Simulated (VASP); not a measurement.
# BN (Pm) in VASP: notebook

The runs below take BN through single point, with PBE+D3(BJ).

All numbers are computed with VASP 6.6.1; they aren't measurements. Logs are shortened: lines on timing, memory, paths and dates and some standing lists are left out, and cuts for length are marked.

## (1) The cell of the first run

Symmetry: Pm, No. 6, monoclinic system. The conventional cell has a = 2.506 Å, b = 6.592 Å, c = 2.506 Å, α = 90.00°, β = 120.00°, γ = 90.00°. B (site symmetry m) has 3 N at 1.43 to 1.48 Å within 1.9 Å. Within 1.9 Å of B (site symmetry m) lie 3 N at 1.44 to 1.46 Å. N (site symmetry m) has 3 B at 1.44 to 1.46 Å within 1.9 Å. Within 1.9 Å of N (site symmetry m) lie 3 B at 1.43 to 1.48 Å.

## (2) Single point, PBE+D3(BJ) (atoms displaced along several vibrational modes)

The input, INCAR:

```
  PREC = Accurate
  ENCUT = 520
  EDIFF = 1E-6
  ISMEAR = 1
  SIGMA = 0.05
  LREAL = False
  LASPH = True
  NELM = 60
  ALGO = Normal
  ISIF = 2
  LWAVE = False
  LCHARG = False
  GGA = PE
  IVDW = 12
  NBANDS = 16
```

The input, KPOINTS:

```
Automatic mesh
0
Gamma
  12 12 4
```

The input, POSCAR:

```
BN
1.0
    2.5061127838      0.0000000000      0.0000000000
   -1.2530563919      2.1703573356      0.0000000000
    0.0000000000      0.0000000000      6.5923998870
B N
2 2
Direct
   -0.1679697924      0.0098140521      0.5000000000
    0.5082417611      0.6701303949      0.0000000000
    0.1710055175     -0.0026729601      0.0000000000
    0.4903062088      0.3257590738      0.5000000000
```

Potentials or basis: VASP PAW PBE potentials, release 64 (B, N).

Launch:

```
$ cat potpaw_PBE.64/B/POTCAR potpaw_PBE.64/N/POTCAR > POTCAR
$ mpirun -np 1 vasp_std > vasp.out
```

OUTCAR:

```text
PREC = Accurate
   ENCUT = 520
   EDIFF = 1E-6
   ISMEAR = 1
   LREAL = False
   LASPH = True
   NELM = 60
   ISIF = 2
   GGA = PE
   IVDW = 12
 IVDW          = 12

 ion  position               nearest neighbor table
   1  0.832  0.010  0.500-   4 1.43   4 1.43   4 1.48
   2  0.508  0.670  0.000-   3 1.44   3 1.44   3 1.46
   3  0.171  0.997  0.000-   2 1.44   2 1.44   2 1.46
   4  0.490  0.326  0.500-   1 1.43   1 1.43   1 1.48

  LATTYP: Found a hexagonal cell.
 ALAT       =     2.5061127838
 C/A-ratio  =     2.6305280152

  Lattice vectors:

 A1 = (   2.5061127838,   0.0000000000,   0.0000000000)
 A2 = (  -1.2530563919,   2.1703573356,   0.0000000000)
 A3 = (   0.0000000000,   0.0000000000,   6.5923998870)

Analysis of symmetry for initial positions (statically):
=====================================================================
 Subroutine PRICEL returns:
 Original cell was already a primitive cell.

 Routine SETGRP: Setting up the symmetry group for a
 hexagonal supercell.

 Subroutine GETGRP returns: Found  2 space group operations
 (whereof  2 operations were pure point group operations)
 out of a pool of 24 trial point group operations.

The static configuration has the point symmetry C_1h.

Analysis of symmetry for dynamics (positions and initial velocities):
=====================================================================
 Subroutine PRICEL returns:
 Original cell was already a primitive cell.

 Routine SETGRP: Setting up the symmetry group for a
 hexagonal supercell.

 Subroutine GETGRP returns: Found  2 space group operations
 (whereof  2 operations were pure point group operations)
 out of a pool of 24 trial point group operations.

The dynamic configuration has the point symmetry C_1h.

 Subroutine INISYM returns: Found  2 space group operations
 (whereof  2 operations are pure point group operations),
 and found     1 'primitive' translations

----------------------------------------------------------------------------------------

                                     Primitive cell

  volume of cell :      35.8571

  direct lattice vectors                    reciprocal lattice vectors
     2.506112784  0.000000000  0.000000000     0.399024340  0.230376810  0.000000000
    -1.253056392  2.170357336  0.000000000     0.000000000  0.460753620  0.000000000
     0.000000000  0.000000000  6.592399887     0.000000000  0.000000000  0.151689827

  length of vectors
     2.506112784  2.506112784  6.592399887     0.460753620  0.460753620  0.151689827

  position of ions in fractional coordinates (direct lattice)
     0.832030208  0.009814052  0.500000000
     0.508241761  0.670130395  0.000000000
     0.171005517  0.997327040  0.000000000
     0.490306209  0.325759074  0.500000000

  ion indices of the primitive-cell ions
   primitive index   ion index
                 1           1
                 2           2
                 3           3
                 4           4

----------------------------------------------------------------------------------------

 KPOINTS: Automatic mesh

Automatic generation of k-mesh.
 Grid dimensions read from file:
 generate k-points for:   12   12    4

 Generating k-lattice:

  Cartesian coordinates                     Fractional coordinates (reciprocal lattice)
     0.033252028  0.019198068  0.000000000     0.083333333  0.000000000  0.000000000
     0.000000000  0.038396135  0.000000000     0.000000000  0.083333333  0.000000000
     0.000000000  0.000000000  0.037922457     0.000000000  0.000000000  0.250000000

  Length of vectors
     0.038396135  0.038396135  0.037922457

  Shift w.r.t. Gamma in fractional coordinates (k-lattice)
     0.000000000  0.000000000  0.000000000

 Subroutine IBZKPT returns following result:
 ===========================================

 Found    222 irreducible k-points:

 Following reciprocal coordinates:
            Coordinates               Weight
  0.000000  0.000000  0.000000      1.000000
  0.083333 -0.000000  0.000000      2.000000
  0.000000  0.083333  0.000000      2.000000
 -0.083333  0.083333  0.000000      2.000000
  0.166667 -0.000000  0.000000      2.000000
  0.000000  0.166667  0.000000      2.000000
[... 16 lines left out ...]
  0.166667  0.083333  0.000000      2.000000
 -0.083333  0.250000  0.000000      2.000000
 [... further k-points ...]
   k-points           NKPTS =    222   k-points in BZ     NKDIM =    222   number of bands    NBANDS=     16
   number of dos      NEDOS =    301   number of ions     NIONS =      4
   total plane-waves  NPLWV =  20000
   dimension x,y,z NGX =    20 NGY =   20 NGZ =   50
   dimension x,y,z NGXF=    40 NGYF=   40 NGZF=  100
   ions per type =               2   2
   NGX,Y,Z   is equivalent  to a cutoff of  13.27, 13.27, 12.61 a.u.
   NGXF,Y,Z  is equivalent  to a cutoff of  26.53, 26.53, 25.22 a.u.
 SYSTEM =  unknown system
   PREC   = accura    normal or accurate (medium, high low for compatibility)
   ISTART =      0    job   : 0-new  1-cont  2-samecut
   ICHARG =      2    charge: 1-file 2-atom 10-const
   ISPIN  =      1    spin polarized calculation?
   LNONCOLLINEAR =      F non collinear calculations
   LSORBIT =      F    spin-orbit coupling
   LASPH  =      T    aspherical Exc in radial PAW
   ENCUT  =  520.0 eV  38.22 Ry    6.18 a.u.   4.66  4.66 12.26*2*pi/ulx,y,z
   NELM   =     60;   NELMIN=  2; NELMDL= -5     # of ELM steps
   EDIFF  = 0.1E-05   stopping-criterion for ELM
   LREAL  =      F    real-space projection
   EDIFFG = 0.1E-04   stopping-criterion for IOM
   NSW    =      0    number of steps for IOM
   IBRION =     -1    ionic relax: 0-MD 1-quasi-New 2-CG
   NFREE  =      0    steps in history (QN), initial steepest desc. (CG)
   ISIF   =      2    stress and relaxation
   ISYM   =      2    0-nonsym 1-usesym 2-fastsym
   POTIM  = 0.5000    time-step for ionic-motion
   TEBEG  =    0.0;   TEEND  =   0.0 temperature during run
   PSTRESS=    0.0 pullay stress
   NELECT =      16.0000    total number of electrons
   NUPDOWN=      -1.0000    fix difference up-down
   EMIN   =  10.00;   EMAX   =-10.00  energy-range for DOS
   EFERMI =   0.00;   METHOD = LEGACY
   ISMEAR =     1;   SIGMA  =   0.05  broadening in eV -4-tet -1-fermi 0-gaus
   EFERMI_NEDOS =   21; number of points for ismear=-14 and -15
   IALGO  =     38    algorithm
   IMIX   =      4    mixing-type and parameters
     AMIX     =   0.40;   BMIX     =  1.00
     AMIX_MAG =   1.60;   BMIX_MAG =  1.00
  volume/ion in A,a.u.               =       8.96        60.49
  Fermi-wavevector in a.u.,A,eV,Ry     =   1.250997  2.364042 21.293038  1.564994
  Thomas-Fermi vector in A             =   2.384965
   LORBIT       =      0    0 simple, 1 ext, 2 COOP (PROOUT), +10 PAW based schemes
   GGA     = PE    functional components
   LHFCALC =     F    Hartree Fock is set to
   AEXX    =    0.0000 exact exchange contribution
   IVDW    =    12    specifies the selected vdW correction
   LEPSILON=     F    determine dielectric tensor
   LRPA    =     F    only Hartree local field effects (RPA)
 non-spin polarized calculation
 Methfessel and Paxton  Order N= 1 SIGMA  =   0.05
  energy-cutoff  :      520.00
  volume of cell :       35.86
 maximum number of plane-waves:       985
   NGX =  9   NGY =  9   NGZ = 25

 number of electron      15.9999998 magnetization

 Free energy of the ion-electron system (eV)
  ---------------------------------------------------
  ext. energy  EPLUGINS =         0.00000000
  ---------------------------------------------------
  free energy    TOTEN  =       -35.09130727 eV

  energy without entropy =      -35.09132747  energy(sigma->0) =      -35.09131401

 E-fermi :   2.6495     XC(G=0): -10.1165

 val. band max:        2.6113560479   @ k =   0.3333   0.3333   0.0000
 cond. band min:       5.9155277589   @ k =   0.5000   0.5000   0.0000
 fundamental gap:      3.3041717109
 Fermi energy:         2.6494824870

 k-point     1 :       0.0000    0.0000    0.0000
  band No.  band energies     occupation
      1     -15.4705      2.00000
      2     -15.1604      2.00000
      3      -3.9089      2.00000
      4      -1.7184      2.00000
      5       0.5677      2.00000
      6       0.8513      2.00000
[... 8 lines left out ...]
     15      14.7333      0.00000
     16      15.5627      0.00000

 k-point     2 :       0.0833   -0.0000    0.0000
  band No.  band energies     occupation
      1     -15.3352      2.00000
      2     -15.0300      2.00000
      3      -3.7213      2.00000
      4      -1.5515      2.00000
      5       0.0980      2.00000
      6       0.3346      2.00000
[... 8 lines left out ...]
     15      15.0688      0.00000
     16      15.2779      0.00000

 k-point     3 :       0.0000    0.0833    0.0000
  band No.  band energies     occupation
      1     -15.3335      2.00000
      2     -15.0282      2.00000
      3      -3.7230      2.00000
      4      -1.5543      2.00000
      5       0.3356      2.00000
      6       0.5706      2.00000
[... 8 lines left out ...]
     15      15.0936      0.00000
     16      15.1286      0.00000

 k-point     4 :      -0.0833    0.0833    0.0000
  band No.  band energies     occupation
      1     -15.3352      2.00000
      2     -15.0298      2.00000
      3      -3.7217      2.00000
      4      -1.5508      2.00000
      5       0.0929      2.00000
      6       0.3552      2.00000
[... 8 lines left out ...]
     15      15.1300      0.00000
     16      15.3429      0.00000
[... 324 lines left out ...]
 k-point    22 :      -0.1667    0.0833    0.0000
  band No.  band energies     occupation
      1     -15.0699      2.00000
      2     -14.7740      2.00000
      3      -3.3483      2.00000
      4      -1.2185      2.00000
      5      -0.8208      2.00000
      6      -0.5851      2.00000
[... 8 lines left out ...]
     15      14.9786      0.00000
     16      16.4843      0.00000

 k-point    23 :       0.1667    0.0833    0.0000
  band No.  band energies     occupation
      1     -14.5456      2.00000
      2     -14.2705      2.00000
      3      -2.6231      2.00000
      4      -2.0526      2.00000
      5      -1.9539      2.00000
      6      -0.5980      2.00000
[... 8 lines left out ...]
     15      16.8638      0.00000
     16      17.7885      0.00000

 k-point    24 :      -0.0833    0.2500    0.0000
  band No.  band energies     occupation
      1     -14.5405      2.00000
      2     -14.2639      2.00000
      3      -2.6322      2.00000
      4      -1.8944      2.00000
      5      -1.7679      2.00000
      6      -0.7936      2.00000
[... 8 lines left out ...]
     15      17.1101      0.00000
     16      17.6317      0.00000

 [... further k-points ...]

------------------------ aborting loop because EDIFF is reached ----------------------------------------

 Edisp (eV)   -0.56886

 E8    (eV) :    -0.1668

  FORCE on cell =-STRESS in cart. coord.  units (eV):
  Direction    XX          YY          ZZ          XY          YZ          ZX
  --------------------------------------------------------------------------------------
  -------------------------------------------------------------------------------------
  Total       0.63116    -0.49843     0.24755     0.08398     0.00000     0.00000
  in kB      28.20185   -22.27095    11.06120     3.75256     0.00000     0.00000
  external pressure =        5.66 kB  Pullay stress =        0.00 kB

 VOLUME and BASIS-vectors are now :
 -----------------------------------------------------------------------------
  energy-cutoff  :      520.00
  volume of cell :       35.86
      direct lattice vectors                 reciprocal lattice vectors
     2.506112784  0.000000000  0.000000000     0.399024340  0.230376810  0.000000000
    -1.253056392  2.170357336  0.000000000     0.000000000  0.460753620  0.000000000
     0.000000000  0.000000000  6.592399887     0.000000000  0.000000000  0.151689827

 POSITION                                       TOTAL-FORCE (eV/Angst)
 -----------------------------------------------------------------------------------
      2.07286      0.02130      3.29620         0.036001     -1.476822      0.000000
      0.43400      1.45442      0.00000        -0.068950     -0.531368      0.000000
     -0.82115      2.16456      0.00000         0.032697      0.466522      0.000000
      0.82057      0.70701      3.29620         0.000252      1.541669      0.000000
 -----------------------------------------------------------------------------------
    total drift:                                0.000035      0.000375      0.000000

  FREE ENERGIE OF THE ION-ELECTRON SYSTEM (eV)
  ---------------------------------------------------
  free  energy   TOTEN  =       -35.6601633129 eV

  energy  without entropy=      -35.6601835147  energy(sigma->0) =      -35.66017005
```

It took 3.5 min on 1 thread of Intel Xeon 8259CL, shared host; peak memory 0.24 GiB.

What came out:

```yaml
Free_energy: -35.6602 eV
Pressure: 0.6 GPa
Largest_force: 1.542 eV/Å
Band_gap_on_the_k_mesh: 3.30 eV (least direct gap 3.69 eV)
Dispersion_energy_per_atom: -0.142 eV
```

Forces on the atoms (eV/Å):
```
B    0.036 -1.477  0.000
B   -0.069 -0.531  0.000
N    0.033  0.467  0.000
N    0.000  1.542  0.000
```

Caveat: the cell differs from its parent crystal (atoms displaced along several vibrational modes); the stress differs along the axes, from -2 to 3 GPa; forces of over 1 eV/Å act on the atoms, so gaps and moduli don't describe the material at rest. A k mesh can miss the band edges.

## (3) Single point, PBE+D3(BJ) (atoms displaced along several vibrational modes)

The input, INCAR:

```
ALGO = Normal ; EDIFF = 1E-7
ENCUT = 520 ; GGA = PE
ISIF = 2 ; ISMEAR = 1
IVDW = 12 ; LASPH = True
LCHARG = False ; LREAL = False
LWAVE = False ; NBANDS = 16
NELM = 80 ; PREC = Accurate
SIGMA = 0.05
```

The input, KPOINTS:

```
k-points
0
Gamma
  12 12 4
```

The input, POSCAR:

```
BN
1.0
    2.5061127838      0.0000000000      0.0000000000
   -1.2530563919      2.1703573356      0.0000000000
    0.0000000000      0.0000000000      6.5923998870
B N
2 2
Direct
   -0.1876209343     -0.0294882317      0.5000000000
    0.5013061737      0.6562592202      0.0000000000
    0.1763577123      0.0080314294      0.0000000000
    0.5054725079      0.3560916720      0.5000000000
```

Potentials or basis: VASP PAW PBE potentials, release 64 (B, N).

Launch:

```
$ cat potpaw_PBE.64/B/POTCAR potpaw_PBE.64/N/POTCAR > POTCAR
$ mpirun -np 1 vasp_std > vasp.out
```

Run time: 3.8 min. Hardware: 1 thread of Intel Xeon 8259CL, shared host; peak memory 0.24 GiB.

The run converged. Its results:

- Free energy: -35.3666 eV
- Pressure: 3.3 GPa
- Largest force: 5.532 eV/Å
- Band gap on the k mesh: 3.71 eV (least direct gap 3.98 eV)
- Dispersion energy per atom: -0.142 eV

Forces in eV/Å, atoms in the order of the input:
```
B    0.034  5.532  0.000
B   -0.060  1.756  0.000
N    0.033 -1.817  0.000
N   -0.006 -5.470  0.000
```

Stress tensor (GPa, compression positive):
```
-5.79  0.34  0.00
 0.34 14.91  0.00
 0.00  0.00  0.80
```

Levels at points of the mesh, in eV from the valence-band top:
```
           k point  band 6  band 7  band 8  band 9  band 10  band 11
(0.00, 0.00, 0.00)   -1.97   -1.06   -0.25    5.08     9.76    10.10
(0.50, 0.00, 0.00)   -4.40   -1.66   -0.98    4.42     5.79     8.90
(0.00, 0.50, 0.00)   -3.70   -1.21   -0.66    3.72     4.86     9.32
(0.50, 0.50, 0.00)   -4.42   -1.91   -0.58    3.79     6.37     8.92
(0.00, 0.00, 0.50)   -1.97   -1.06   -0.25    7.44     7.46     9.76
(0.50, 0.00, 0.50)   -4.40   -1.37   -1.18    4.60     5.01     9.32
(0.00, 0.50, 0.50)   -3.70   -0.97   -0.75    3.76     4.23     9.84
(0.50, 0.50, 0.50)   -4.42   -1.37   -1.20    4.69     5.00     9.22
```

Caveat: the cell differs from its parent crystal (atoms displaced along several vibrational modes); the stress differs along the axes, from -6 to 15 GPa; forces of over 1 eV/Å act on the atoms, so gaps and moduli don't describe the material at rest.
